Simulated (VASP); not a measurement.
# Li (Im-3m) in VASP: notebook, part 2 of 2

VASP 6.6.1. The steps go on from the part before.

## (5) Relaxation of cell and atoms, r2SCAN

POSCAR reads:

```
Li
1.0
   -1.7407058373      1.7407058373      1.7407058373
    1.7407058373     -1.7407058373      1.7407058373
    1.7407058373      1.7407058373     -1.7407058373
Li
1
Direct
    0.0000000000      0.0000000000      0.0000000000
```

INCAR.step1 reads:

```
PREC = Accurate ; ENCUT = 830
ISMEAR = 0 ; SIGMA = 0.05
LREAL = False ; LASPH = True
NELM = 120 ; GGA = PE
ALGO = Normal ; EDIFF = 1E-5
LWAVE = True ; LCHARG = False
GGA_COMPAT = False ; IBRION = 2
ISIF = 3 ; EDIFFG = -0.005
NELMIN = 4 ; NSW = 100
```

INCAR.step2 reads:

```
PREC = Accurate ; ENCUT = 830
EDIFF = 1E-7 ; ISMEAR = 0
SIGMA = 0.05 ; LREAL = False
LASPH = True ; NELM = 120
ALGO = Normal ; ISIF = 3
LWAVE = False ; LCHARG = False
METAGGA = R2SCAN ; LMIXTAU = True
IBRION = 2 ; NSW = 80
EDIFFG = -0.01 ; ISTART = 1
GGA_COMPAT = False ; NELMIN = 4
```

KPOINTS reads:

```
regular mesh
0
Gamma
  8 8 8
```

Potentials or basis: VASP PAW PBE potentials, release 64 (Li_sv).

Launch:

```sh
$ cat potpaw_PBE.64/Li_sv/POTCAR > POTCAR
$ cp INCAR.step1 INCAR
$ mpirun -np 1 vasp_std > vasp.out
$ cp INCAR.step2 INCAR
$ mpirun -np 1 vasp_std > vasp.out
```

OUTCAR:

```text
PREC = Accurate
   ENCUT = 830
   EDIFF = 1E-7
   ISMEAR = 0
   LREAL = False
   LASPH = True
   NELM = 120
   ISIF = 3
   METAGGA = R2SCAN
   IBRION = 2
   NSW = 80
   EDIFFG = -0.01
   ISTART = 1
   NELMIN = 4

 ion  position               nearest neighbor table
   1  0.000  0.000  0.000-

  LATTYP: Found a body centered cubic cell.
 ALAT       =     3.4814116746

  Lattice vectors:

 A1 = (  -1.7407058373,   1.7407058373,   1.7407058373)
 A2 = (   1.7407058373,  -1.7407058373,   1.7407058373)
 A3 = (   1.7407058373,   1.7407058373,  -1.7407058373)

Analysis of symmetry for initial positions (statically):
=====================================================================
 Subroutine PRICEL returns:
 Original cell was already a primitive cell.

 Routine SETGRP: Setting up the symmetry group for a
 body centered cubic supercell.

 Subroutine GETGRP returns: Found 48 space group operations
 (whereof 48 operations were pure point group operations)
 out of a pool of 48 trial point group operations.

The static configuration has the point symmetry O_h .

Analysis of symmetry for dynamics (positions and initial velocities):
=====================================================================
 Subroutine PRICEL returns:
 Original cell was already a primitive cell.

 Routine SETGRP: Setting up the symmetry group for a
 body centered cubic supercell.

 Subroutine GETGRP returns: Found 48 space group operations
 (whereof 48 operations were pure point group operations)
 out of a pool of 48 trial point group operations.

The dynamic configuration has the point symmetry O_h .

 Subroutine INISYM returns: Found 48 space group operations
 (whereof 48 operations are pure point group operations),
 and found     1 'primitive' translations

----------------------------------------------------------------------------------------

                                     Primitive cell

  volume of cell :      21.0978

  direct lattice vectors                    reciprocal lattice vectors
    -1.740705837  1.740705837  1.740705837     0.000000000  0.287239802  0.287239802
     1.740705837 -1.740705837  1.740705837     0.287239802  0.000000000  0.287239802
     1.740705837  1.740705837 -1.740705837     0.287239802  0.287239802  0.000000000

  length of vectors
     3.014990951  3.014990951  3.014990951     0.406218424  0.406218424  0.406218424

  position of ions in fractional coordinates (direct lattice)
     0.000000000  0.000000000  0.000000000

  ion indices of the primitive-cell ions
   primitive index   ion index
                 1           1

----------------------------------------------------------------------------------------

 KPOINTS: regular mesh

Automatic generation of k-mesh.
 Grid dimensions read from file:
[... 91 lines left out ...]
   LHFCALC =     F    Hartree Fock is set to
   AEXX    =    0.0000 exact exchange contribution
   IVDW    =     0    specifies the selected vdW correction
   LEPSILON=     F    determine dielectric tensor
   LRPA    =     F    only Hartree local field effects (RPA)
 conjugate gradient relaxation of ions
 non-spin polarized calculation
 Gauss-broadening in eV      SIGMA  =   0.05
  energy-cutoff  :      830.00
  volume of cell :       21.10
 maximum number of plane-waves:      1165
   NGX = 15   NGY = 15   NGZ = 15

--------------------------------------- Ionic step        1  -------------------------------------------

 number of electron       3.0000002 magnetization

 Free energy of the ion-electron system (eV)
  ---------------------------------------------------
  ext. energy  EPLUGINS =         0.00000000
  ---------------------------------------------------
  free energy    TOTEN  =        -2.37049118 eV

  energy without entropy =       -2.36895568  energy(sigma->0) =       -2.36972343

------------------------ aborting loop because EDIFF is reached ----------------------------------------

  FORCE on cell =-STRESS in cart. coord.  units (eV):
  Direction    XX          YY          ZZ          XY          YZ          ZX
  --------------------------------------------------------------------------------------
  -------------------------------------------------------------------------------------
  Total       -0.0131487     -0.0131487     -0.0131487      0.0000000      0.0000000     -0.0000000
  in kB       -0.9985233     -0.9985233     -0.9985233      0.0000000      0.0000000     -0.0000000
  external PRESSURE =      -0.9985233 kB  Pullay stress =       0.0000000 kB

 VOLUME and BASIS-vectors are now :
 -----------------------------------------------------------------------------
  energy-cutoff  :      830.00
  volume of cell :       21.10
      direct lattice vectors                 reciprocal lattice vectors
    -1.740705837  1.740705837  1.740705837     0.000000000  0.287239802  0.287239802
     1.740705837 -1.740705837  1.740705837     0.287239802  0.000000000  0.287239802
     1.740705837  1.740705837 -1.740705837     0.287239802  0.287239802  0.000000000

 POSITION                                       TOTAL-FORCE (eV/Angst)
 -----------------------------------------------------------------------------------
      0.00000      0.00000      0.00000        -0.000000      0.000000     -0.000000
 -----------------------------------------------------------------------------------
    total drift:                               -0.000000     -0.000000     -0.000000

  FREE ENERGIE OF THE ION-ELECTRON SYSTEM (eV)
  ---------------------------------------------------
  free  energy   TOTEN  =        -2.3704911843 eV

  energy  without entropy=       -2.3689556807  energy(sigma->0) =       -2.36972343

--------------------------------------- Ionic step        2  -------------------------------------------

 number of electron       3.0000002 magnetization

 Free energy of the ion-electron system (eV)
  ---------------------------------------------------
  ext. energy  EPLUGINS =         0.00000000
  ---------------------------------------------------
  free energy    TOTEN  =        -2.37042078 eV

  energy without entropy =       -2.36888570  energy(sigma->0) =       -2.36965324

 E-fermi :   0.5996     XC(G=0):  -7.3494

 val. band max:        0.4928389188   @ k =   0.2500   0.2500   0.0000
 cond. band min:       0.6367498916   @ k =   0.3750   0.1250   0.0000
 fundamental gap:      0.1439109729
 Fermi energy:         0.5995665818

 k-point     1 :       0.0000    0.0000    0.0000
  band No.  band energies     occupation
      1     -47.6030      2.00000
      2      -3.2963      2.00000
      3      16.4132      0.00000
      4      16.4132      0.00000
      5      16.4132      0.00000
[... 177 lines left out ...]
 k-point    24 :      -0.3750    0.3750    0.2500
  band No.  band energies     occupation
      1     -47.5815      2.00000
      2       0.9056      0.00000
      3       6.7861      0.00000
      4       8.4622      0.00000
      5      11.8551      0.00000

 [... further k-points ...]

------------------------ aborting loop because EDIFF is reached ----------------------------------------

  FORCE on cell =-STRESS in cart. coord.  units (eV):
  Direction    XX          YY          ZZ          XY          YZ          ZX
  --------------------------------------------------------------------------------------
  -------------------------------------------------------------------------------------
  Total       -0.0095121     -0.0095121     -0.0095121      0.0000000     -0.0000000      0.0000000
  in kB       -0.7237346     -0.7237346     -0.7237346      0.0000000     -0.0000000      0.0000000
  external PRESSURE =      -0.7237346 kB  Pullay stress =       0.0000000 kB

 VOLUME and BASIS-vectors are now :
 -----------------------------------------------------------------------------
  energy-cutoff  :      830.00
  volume of cell :       21.06
      direct lattice vectors                 reciprocal lattice vectors
    -1.739601656  1.739601656  1.739601656     0.000000000  0.287422122  0.287422122
     1.739601656 -1.739601656  1.739601656     0.287422122  0.000000000  0.287422122
     1.739601656  1.739601656 -1.739601656     0.287422122  0.287422122  0.000000000

 POSITION                                       TOTAL-FORCE (eV/Angst)
 -----------------------------------------------------------------------------------
      1.73960     -1.73960      1.73960        -0.000000      0.000000      0.000000
 -----------------------------------------------------------------------------------
    total drift:                                0.000000     -0.000000      0.000000

  FREE ENERGIE OF THE ION-ELECTRON SYSTEM (eV)
  ---------------------------------------------------
  free  energy   TOTEN  =        -2.3704207786 eV

  energy  without entropy=       -2.3688857002  energy(sigma->0) =       -2.36965324

 reached required accuracy - stopping structural energy minimisation
```

It took 54 s on 1 thread of Intel Xeon 8259CL, shared host; peak memory 0.15 GiB.

What came out:

```yaml
Free_energy: -2.3704 eV
Relaxed_volume: 21.06 Å³/atom
Relaxed_cell: a = 3.013 Å, b = 3.013 Å, c = 3.013 Å, α = 109.47°, β = 109.47°, γ = 109.47°
Space_group_after_relaxing_to_0.1_Å: Im-3m (No. 229)
Ionic_steps: 2
Pressure_after_relaxing: -0.1 GPa
Band_gap_on_the_k_mesh: zero (an odd number of electrons rules out a gap without spin polarisation)
```

Final structure:
```
Li
1.0
    -1.73960    1.73960    1.73960
     1.73960   -1.73960    1.73960
     1.73960    1.73960   -1.73960
Li
1
Direct
  0.00000 0.00000 0.00000
```

Levels at points of the mesh, in eV from the Fermi level:
```csv
k point,band 1,band 2,band 3,band 4,band 5
"(0.00, 0.00, 0.00)",-48.20,-3.90,15.81,15.81,15.81
"(0.50, 0.00, 0.00)",-48.18,0.21,3.31,11.12,12.63
"(0.50, 0.50, 0.50)",-48.17,5.86,5.86,5.86,7.97
```

Caveat: the PAW data sets were made with another functional, which shifts forces and pressure a little.

## (6) Overview

```csv
task,cell,gap on the mesh (eV),pressure (GPa)
single point,"a = 3.015 Å, angles 109.5°, 1 atom",none,-0.1
single point,"a = 2.995 Å, angles 109.5°, 1 atom",none,0.1
single point,"a = 3.035 Å, angles 109.5°, 1 atom",none,-0.3
relaxation of cell and atoms,"relaxed from a = 3.015 Å, angles 109.5°, 1 atom",none,-0.1
```

Alike in all rows: level r2SCAN; potentials or basis VASP PAW PBE potentials, release 64 (Li_sv); no spin polarisation; k mesh 8 × 8 × 8; cutoff (eV) 830; smearing gaussian 0.05 eV.

Caveats: the PAW data sets were made with another functional, which shifts forces and pressure a little.

Total energies depend on the potentials used, so only differences within one code and one set of settings carry meaning.

The gap in the log of VASP goes by the Fermi energy; the results here count the filled bands.